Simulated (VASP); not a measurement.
A run of VASP 6.6.1:

Contents of INCAR:

```
  PREC = Accurate
  ENCUT = 520
  EDIFF = 1E-6
  ISMEAR = 0
  SIGMA = 0.1
  LREAL = F
  LASPH = T
  NELM = 60
  ALGO = Normal
  ISIF = 2
  LWAVE = F
  LCHARG = F
  GGA = PE
  NBANDS = 42
```

Contents of KPOINTS:

```
regular mesh
0
Gamma
  4 4 2
```

The input POSCAR:

```
P
1.0
    4.6601118332      2.6905168214      1.5820056325
   -4.6601118332      2.6905168214      1.5820056325
    0.0000000000     -5.3810336427      6.3280225301
P
12
Direct
    0.9730513090      0.7903168516      0.4945761038
    0.4730513090      0.2903168516      0.9945761038
    0.8467057300      0.3251809351      0.1424464777
    0.3467057300      0.8251809351      0.6424464777
    0.0510792490      0.7553385013      0.2338137064
    0.5510792490      0.2553385013      0.7338137064
    0.5269486910      0.7096831484      0.0054238962
    0.0269486910      0.2096831484      0.5054238962
    0.6532942700      0.1748190649      0.3575535223
    0.1532942700      0.6748190649      0.8575535223
    0.4489207510      0.7446614987      0.2661862936
    0.9489207510      0.2446614987      0.7661862936
```

Potentials or basis: VASP PAW PBE potentials, release 64 (P).

Launch:

```bash
$ cat potpaw_PBE.64/P/POTCAR > POTCAR
$ mpirun -np 1 vasp_std > vasp.out
```

Hardware: 1 thread of Intel Xeon 8259CL (shared host).

**Question.** How long does it take, and how much memory?

**Answer.** It took 5.5 min on 1 thread of Intel Xeon 8259CL, on a shared host, peak memory 0.37 GiB. Counts: scf iterations 13, k points 20.
